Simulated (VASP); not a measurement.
TaN:

```
Ta N
1.0
     2.94993    0.00000    0.00000
    -1.47496    2.55471    0.00000
     0.00000    0.00000    2.89824
Ta N
1 1
Direct
  0.33333 0.66667 0.50000
  0.00000 0.00000 0.00000
```

```yaml
Program: VASP 6.6.1
Task: relaxation of cell and atoms
Functional: LDA
Potentials_or_basis: VASP PAW LDA potentials, release 64 (Ta_sv_GW, N)
Cutoff: 700 eV
k_mesh: 12 × 12 × 8
Occupations: fermi-dirac, width 0.02 eV
Spin: no spin polarisation
```

At the start: pressure -15.0 GPa; volume 10.92 Å³/atom.

Where does the relaxation end?

Over 9 steps the energy falls by 22.3 meV/atom and the volume is 10.46 Å³/atom (-4.2 %); space group P-6m2 (No. 187, to 0.1 Å) before and after.

The path:
```
step  energy change (eV)  largest force (eV/Å)  pressure (GPa)  volume (Å³)
   1              0.0000                0.0000          -14.97        21.84
   2              0.2825                0.0000           52.90        18.77
   3             -0.0444                0.0000           -0.75        20.97
   4             -0.0445                0.0000           -0.13        20.94
   5             -0.0445                0.0000            0.20        20.92
   6             -0.0444                0.0000           -0.51        20.95
   7             -0.0445                0.0000           -0.12        20.93
   8             -0.0445                0.0000            0.15        20.92
   9             -0.0445                0.0000           -0.01        20.93
```

Final structure:
```xyz
2
Lattice="2.9093 0.0000 0.0000 -1.4546 2.5195 0.0000 0.0000 0.0000 2.8551" Properties=species:S:1:pos:R:3 pbc="T T T"
Ta    0.0000    1.6797    1.4275
N     0.0000    0.0000    0.0000
```
